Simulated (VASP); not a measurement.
# RbBr in VASP: a series of runs

RbBr is run at these levels: PBE; tasks: single point.

Program: VASP 6.6.1. These are calculated values, not measurements. Logs are shortened: lines on timing, memory, paths and dates and some standing lists are left out, and cuts for length are marked.

## (1) The cell of the first run

It takes space group P6_3/mmc (No. 194, hexagonal). Conventional cell: a = 5.890 Å, b = 5.890 Å, c = 6.870 Å, α = 90.00°, β = 90.00°, γ = 120.00°. Rb (site symmetry -6m2) has 5 Br at 3.40 to 3.44 Å within 4.5 Å. Br (site symmetry -6m2) has 5 Rb at 3.40 to 3.44 Å within 4.5 Å.

## (2) Single point, PBE

INCAR reads:

```
SYSTEM = RbBr
ALGO     = Normal         ! electronic algorithm
EDIFF    = 1E-6           ! SCF threshold, eV
ENCUT    = 520            ! plane-wave cutoff, eV
GGA      = PE             ! functional
ISIF     = 2              ! what is computed and relaxed
ISMEAR   = 0              ! smearing method
LASPH    = .True.         ! aspherical terms in the spheres
LCHARG   = .False.        ! write CHGCAR
LREAL    = .False.        ! projectors in reciprocal space
LWAVE    = .False.        ! write WAVECAR
NBANDS   = 24             ! bands
NELM     = 60             ! most SCF steps
PREC     = Accurate       ! precision mode
SIGMA    = 0.01           ! smearing width, eV
```

KPOINTS reads:

```
k-points
0
Gamma
  6 6 4
  0 0 0
```

POSCAR reads:

```
RbBr
1.0
    5.8901389857      0.0000000000      0.0000000000
   -2.9450694929      5.1010099934      0.0000000000
    0.0000000000      0.0000000000      6.8703326266
Rb Br
2 2
Direct
    0.3333333333      0.6666666667     -0.0625000000
    0.6666666667      0.3333333333      0.4375000000
    0.3333333333      0.6666666667      0.4375000000
    0.6666666667      0.3333333333      0.9375000000
```

Potentials or basis: VASP PAW PBE potentials, release 64 (Rb_sv, Br).

Run with:

```
$ cat potpaw_PBE.64/Rb_sv/POTCAR potpaw_PBE.64/Br/POTCAR > POTCAR
$ mpirun -np 1 vasp_std > vasp.out
```

OUTCAR:

```text
SYSTEM = RbBr
   EDIFF = 1E-6
   ENCUT = 520
   GGA = PE
   ISIF = 2
   ISMEAR = 0
   LASPH = .True.
   LREAL = .False.
   NELM = 60
   PREC = Accurate

 ion  position               nearest neighbor table
   1  0.333  0.667  0.938-   4 3.40   4 3.40   4 3.40   3 3.44   3 3.44   2 4.83   2 4.83   2 4.83
                             2 4.83   2 4.83   2 4.83
   2  0.667  0.333  0.438-   3 3.40   3 3.40   3 3.40   4 3.44   4 3.44   1 4.83   1 4.83   1 4.83
                             1 4.83   1 4.83   1 4.83
   3  0.333  0.667  0.438-   2 3.40   2 3.40   2 3.40   1 3.44   1 3.44
   4  0.667  0.333  0.938-   1 3.40   1 3.40   1 3.40   2 3.44   2 3.44

  LATTYP: Found a hexagonal cell.
 ALAT       =     5.8901389857
 C/A-ratio  =     1.1664126506

  Lattice vectors:

 A1 = (   5.8901389857,   0.0000000000,   0.0000000000)
 A2 = (  -2.9450694929,   5.1010099934,   0.0000000000)
 A3 = (   0.0000000000,   0.0000000000,   6.8703326266)

Analysis of symmetry for initial positions (statically):
=====================================================================
 Subroutine PRICEL returns:
 Original cell was already a primitive cell.

 Routine SETGRP: Setting up the symmetry group for a
 hexagonal supercell.

 Subroutine GETGRP returns: Found 24 space group operations
 (whereof  6 operations were pure point group operations)
 out of a pool of 24 trial point group operations.

The static configuration has the point symmetry C_3v.
 The point group associated with its full space group is D_6h.

Analysis of symmetry for dynamics (positions and initial velocities):
=====================================================================
 Subroutine PRICEL returns:
 Original cell was already a primitive cell.

 Routine SETGRP: Setting up the symmetry group for a
 hexagonal supercell.

 Subroutine GETGRP returns: Found 24 space group operations
 (whereof  6 operations were pure point group operations)
 out of a pool of 24 trial point group operations.

The dynamic configuration has the point symmetry C_3v.
 The point group associated with its full space group is D_6h.

 Subroutine INISYM returns: Found 24 space group operations
 (whereof  6 operations are pure point group operations),
 and found     1 'primitive' translations

----------------------------------------------------------------------------------------

                                     Primitive cell

  volume of cell :     206.4237

  direct lattice vectors                    reciprocal lattice vectors
     5.890138986  0.000000000  0.000000000     0.169775281  0.098019804  0.000000000
    -2.945069493  5.101009993  0.000000000     0.000000000  0.196039608  0.000000000
     0.000000000  0.000000000  6.870332627     0.000000000  0.000000000  0.145553360

  length of vectors
     5.890138986  5.890138986  6.870332627     0.196039608  0.196039608  0.145553360

  position of ions in fractional coordinates (direct lattice)
     0.333333333  0.666666667  0.937500000
     0.666666667  0.333333333  0.437500000
     0.333333333  0.666666667  0.437500000
     0.666666667  0.333333333  0.937500000

  ion indices of the primitive-cell ions
   primitive index   ion index
                 1           1
                 2           2
                 3           3
                 4           4

----------------------------------------------------------------------------------------

 KPOINTS: k-points

Automatic generation of k-mesh.
 Grid dimensions read from file:
 generate k-points for:    6    6    4

 Generating k-lattice:

  Cartesian coordinates                     Fractional coordinates (reciprocal lattice)
     0.028295880  0.016336634  0.000000000     0.166666667 -0.000000000  0.000000000
     0.000000000  0.032673268  0.000000000     0.000000000  0.166666667  0.000000000
     0.000000000  0.000000000  0.036388340     0.000000000  0.000000000  0.250000000

  Length of vectors
     0.032673268  0.032673268  0.036388340

  Shift w.r.t. Gamma in fractional coordinates (k-lattice)
     0.000000000  0.000000000  0.000000000

 Subroutine IBZKPT returns following result:
 ===========================================

 Found     21 irreducible k-points:

 Following reciprocal coordinates:
            Coordinates               Weight
  0.000000  0.000000  0.000000      1.000000
  0.166667 -0.000000  0.000000      6.000000
  0.333333 -0.000000  0.000000      6.000000
  0.500000  0.000000  0.000000      3.000000
  0.166667  0.166667  0.000000      6.000000
  0.333333  0.166667  0.000000     12.000000
[... 13 lines left out ...]
  0.333333  0.166667  0.500000     12.000000
  0.333333  0.333333  0.500000      2.000000
   k-points           NKPTS =     21   k-points in BZ     NKDIM =     21   number of bands    NBANDS=     24
   number of dos      NEDOS =    301   number of ions     NIONS =      4
   total plane-waves  NPLWV = 124416
   dimension x,y,z NGX =    48 NGY =   48 NGZ =   54
   dimension x,y,z NGXF=    96 NGYF=   96 NGZF=  108
   ions per type =               2   2
   NGX,Y,Z   is equivalent  to a cutoff of  13.55, 13.55, 13.07 a.u.
   NGXF,Y,Z  is equivalent  to a cutoff of  27.10, 27.10, 26.13 a.u.
 SYSTEM =  RbBr
   PREC   = accura    normal or accurate (medium, high low for compatibility)
   ISTART =      0    job   : 0-new  1-cont  2-samecut
   ICHARG =      2    charge: 1-file 2-atom 10-const
   ISPIN  =      1    spin polarized calculation?
   LNONCOLLINEAR =      F non collinear calculations
   LSORBIT =      F    spin-orbit coupling
   LASPH  =      T    aspherical Exc in radial PAW
   ENCUT  =  520.0 eV  38.22 Ry    6.18 a.u.  10.95 10.95 12.77*2*pi/ulx,y,z
   NELM   =     60;   NELMIN=  2; NELMDL= -5     # of ELM steps
   EDIFF  = 0.1E-05   stopping-criterion for ELM
   LREAL  =      F    real-space projection
   EDIFFG = 0.1E-04   stopping-criterion for IOM
   NSW    =      0    number of steps for IOM
   IBRION =     -1    ionic relax: 0-MD 1-quasi-New 2-CG
   NFREE  =      0    steps in history (QN), initial steepest desc. (CG)
   ISIF   =      2    stress and relaxation
   ISYM   =      2    0-nonsym 1-usesym 2-fastsym
   POTIM  = 0.5000    time-step for ionic-motion
   TEBEG  =    0.0;   TEEND  =   0.0 temperature during run
   PSTRESS=    0.0 pullay stress
   NELECT =      32.0000    total number of electrons
   NUPDOWN=      -1.0000    fix difference up-down
   EMIN   =  10.00;   EMAX   =-10.00  energy-range for DOS
   EFERMI =   0.00;   METHOD = LEGACY
   ISMEAR =     0;   SIGMA  =   0.01  broadening in eV -4-tet -1-fermi 0-gaus
   EFERMI_NEDOS =   21; number of points for ismear=-14 and -15
   IALGO  =     38    algorithm
   IMIX   =      4    mixing-type and parameters
     AMIX     =   0.40;   BMIX     =  1.00
     AMIX_MAG =   1.60;   BMIX_MAG =  1.00
  volume/ion in A,a.u.               =      51.61       348.25
  Fermi-wavevector in a.u.,A,eV,Ry     =   0.879438  1.661896 10.522887  0.773410
  Thomas-Fermi vector in A             =   1.999661
   LORBIT       =      0    0 simple, 1 ext, 2 COOP (PROOUT), +10 PAW based schemes
   GGA     = PE    functional components
   LHFCALC =     F    Hartree Fock is set to
   AEXX    =    0.0000 exact exchange contribution
   IVDW    =     0    specifies the selected vdW correction
   LEPSILON=     F    determine dielectric tensor
   LRPA    =     F    only Hartree local field effects (RPA)
 non-spin polarized calculation
 Gauss-broadening in eV      SIGMA  =   0.01
  energy-cutoff  :      520.00
  volume of cell :      206.42
 maximum number of plane-waves:      5580
 NGX is ok and might be reduce to    48
   NGX = 21   NGY = 21   NGZ = 25

 number of electron      31.9999998 magnetization

 Free energy of the ion-electron system (eV)
  ---------------------------------------------------
  ext. energy  EPLUGINS =         0.00000000
  ---------------------------------------------------
  free energy    TOTEN  =       -12.06155503 eV

  energy without entropy =      -12.06155503  energy(sigma->0) =      -12.06155503

 E-fermi :  -2.5244     XC(G=0):  -6.1366

 val. band max:       -2.5938219441   @ k =   0.0000   0.0000   0.0000
 cond. band min:       1.4686932388   @ k =   0.0000   0.0000   0.0000
 fundamental gap:      4.0625151828
 Fermi energy:        -2.5243523541

 k-point     1 :       0.0000    0.0000    0.0000
  band No.  band energies     occupation
      1     -27.2142      2.00000
      2     -27.2050      2.00000
      3     -14.7118      2.00000
      4     -14.6698      2.00000
      5     -11.4193      2.00000
      6     -11.3727      2.00000
[... 16 lines left out ...]
     23       5.4369      0.00000
     24       5.8278      0.00000

 k-point     2 :       0.1667   -0.0000    0.0000
  band No.  band energies     occupation
      1     -27.2135      2.00000
      2     -27.2053      2.00000
      3     -14.7184      2.00000
      4     -14.6817      2.00000
      5     -11.4105      2.00000
      6     -11.3776      2.00000
[... 16 lines left out ...]
     23       5.4478      0.00000
     24       5.5884      0.00000

 k-point     3 :       0.3333   -0.0000    0.0000
  band No.  band energies     occupation
      1     -27.2117      2.00000
      2     -27.2064      2.00000
      3     -14.7300      2.00000
      4     -14.7065      2.00000
      5     -11.3883      2.00000
      6     -11.3870      2.00000
[... 16 lines left out ...]
     23       5.4561      0.00000
     24       5.6567      0.00000

 k-point     4 :       0.5000    0.0000    0.0000
  band No.  band energies     occupation
      1     -27.2104      2.00000
      2     -27.2074      2.00000
      3     -14.7338      2.00000
      4     -14.7206      2.00000
      5     -11.3915      2.00000
      6     -11.3708      2.00000
[... 16 lines left out ...]
     23       5.4601      0.00000
     24       5.9262      0.00000

 k-point     5 :       0.1667    0.1667    0.0000
  band No.  band energies     occupation
      1     -27.2122      2.00000
      2     -27.2061      2.00000
      3     -14.7274      2.00000
      4     -14.7000      2.00000
      5     -11.3948      2.00000
      6     -11.3876      2.00000
[... 16 lines left out ...]
     23       5.5610      0.00000
     24       5.5964      0.00000

 k-point     6 :       0.3333    0.1667    0.0000
  band No.  band energies     occupation
      1     -27.2104      2.00000
      2     -27.2074      2.00000
      3     -14.7339      2.00000
      4     -14.7205      2.00000
      5     -11.3983      2.00000
      6     -11.3709      2.00000
[... 16 lines left out ...]
     23       5.5720      0.00000
     24       5.7864      0.00000
[... 298 lines left out ...]
 k-point    18 :       0.5000    0.0000    0.5000
  band No.  band energies     occupation
      1     -27.2088      2.00000
      2     -27.2088      2.00000
      3     -14.7558      2.00000
      4     -14.7558      2.00000
      5     -11.3553      2.00000
      6     -11.3553      2.00000
[... 16 lines left out ...]
     23       5.5392      0.00000
     24       5.5392      0.00000

 k-point    19 :       0.1667    0.1667    0.5000
  band No.  band energies     occupation
      1     -27.2090      2.00000
      2     -27.2090      2.00000
      3     -14.7425      2.00000
      4     -14.7425      2.00000
      5     -11.3534      2.00000
      6     -11.3534      2.00000
[... 16 lines left out ...]
     23       5.7327      0.00000
     24       5.7327      0.00000

 k-point    20 :       0.3333    0.1667    0.5000
  band No.  band energies     occupation
      1     -27.2088      2.00000
      2     -27.2088      2.00000
      3     -14.7557      2.00000
      4     -14.7557      2.00000
      5     -11.3599      2.00000
      6     -11.3599      2.00000
[... 16 lines left out ...]
     23       5.5326      0.00000
     24       5.5326      0.00000

 k-point    21 :       0.3333    0.3333    0.5000
  band No.  band energies     occupation
      1     -27.2087      2.00000
      2     -27.2087      2.00000
      3     -14.7601      2.00000
      4     -14.7601      2.00000
      5     -11.3654      2.00000
      6     -11.3654      2.00000
[... 16 lines left out ...]
     23       5.4245      0.00000
     24       5.4245      0.00000

------------------------ aborting loop because EDIFF is reached ----------------------------------------

  FORCE on cell =-STRESS in cart. coord.  units (eV):
  Direction    XX          YY          ZZ          XY          YZ          ZX
  --------------------------------------------------------------------------------------
  -------------------------------------------------------------------------------------
  Total        0.3517357      0.3517357      0.5227672     -0.0000000      0.0000000      0.0000000
  in kB        2.7300309      2.7300309      4.0575084     -0.0000000      0.0000000      0.0000000
  external PRESSURE =       3.1725234 kB  Pullay stress =       0.0000000 kB

 VOLUME and BASIS-vectors are now :
 -----------------------------------------------------------------------------
  energy-cutoff  :      520.00
  volume of cell :      206.42
      direct lattice vectors                 reciprocal lattice vectors
     5.890138986  0.000000000  0.000000000     0.169775281  0.098019804  0.000000000
    -2.945069493  5.101009993  0.000000000     0.000000000  0.196039608  0.000000000
     0.000000000  0.000000000  6.870332627     0.000000000  0.000000000  0.145553360

 POSITION                                       TOTAL-FORCE (eV/Angst)
 -----------------------------------------------------------------------------------
     -0.00000      3.40067      6.44094        -0.000000     -0.000000      0.000000
      2.94507      1.70034      3.00577         0.000000      0.000000      0.000000
     -0.00000      3.40067      3.00577        -0.000000     -0.000000     -0.000000
      2.94507      1.70034      6.44094         0.000000     -0.000000      0.000000
 -----------------------------------------------------------------------------------
    total drift:                               -0.000000      0.000000     -0.000024

  FREE ENERGIE OF THE ION-ELECTRON SYSTEM (eV)
  ---------------------------------------------------
  free  energy   TOTEN  =       -12.0615550264 eV

  energy  without entropy=      -12.0615550264  energy(sigma->0) =      -12.06155503
```

It took 1.9 min on 1 thread of Intel Xeon Platinum 8488C (Sapphire Rapids), shared host; peak memory 0.37 GiB.

What came out:

| Quantity | Value |
| --- | --- |
| Free energy | -12.0616 eV |
| Pressure | 0.3 GPa |
| Band gap on the k mesh | 4.06 eV, direct |

(Part 1 of 2 ends here.)
